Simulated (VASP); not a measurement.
Runs of VASP 6.6.1 on RbHgBr2. The structure is that of space group P4/mmm (No. 123), or close to it. The cells are those of the table. 

| task | cell | k mesh | cutoff (eV) | gap on the mesh (eV) | pressure (GPa) | relaxed volume (Å³/atom) |
| --- | --- | --- | --- | --- | --- | --- |
| relaxation of cell and atoms | relaxed from a = 5.346, b = 5.346, c = 4.935 Å, 4 atoms | 4 × 4 × 4 | 600 | none | 0.0 | 38.48 |
| single point | a = 5.346, b = 5.346, c = 4.935 Å, 4 atoms | 4 × 4 × 4 | 520 | none | 5.7 | - |
| relaxation of cell and atoms | relaxed from a = 5.874, b = 5.874, c = 4.517 Å, 4 atoms | 8 × 8 × 10 | 600 | none | 0.0 | (a) |
| single point | a = 5.874, b = 5.874, c = 4.517 Å, 4 atoms | 4 × 4 × 4 | 520 | none | -0.1 | - |

Alike in all rows: level PBE; potentials or basis VASP PAW PBE potentials, release 64 (Rb_sv, Hg, Br); no spin polarisation; smearing gaussian 0.1 eV.

Task: Estimate the missing entries.

Result: (a) 38.64.

Caveats: spin-orbit coupling is left out, which moves the levels of the heavy elements; an odd number of electrons without spin polarisation forces a metal; a magnetic or distorted state may lie lower.

A k mesh can miss the band edges, and the runs leave out spin-orbit coupling on Br, Hg, Rb.

A gap of «none» marks levels without a gap at the run's occupations.
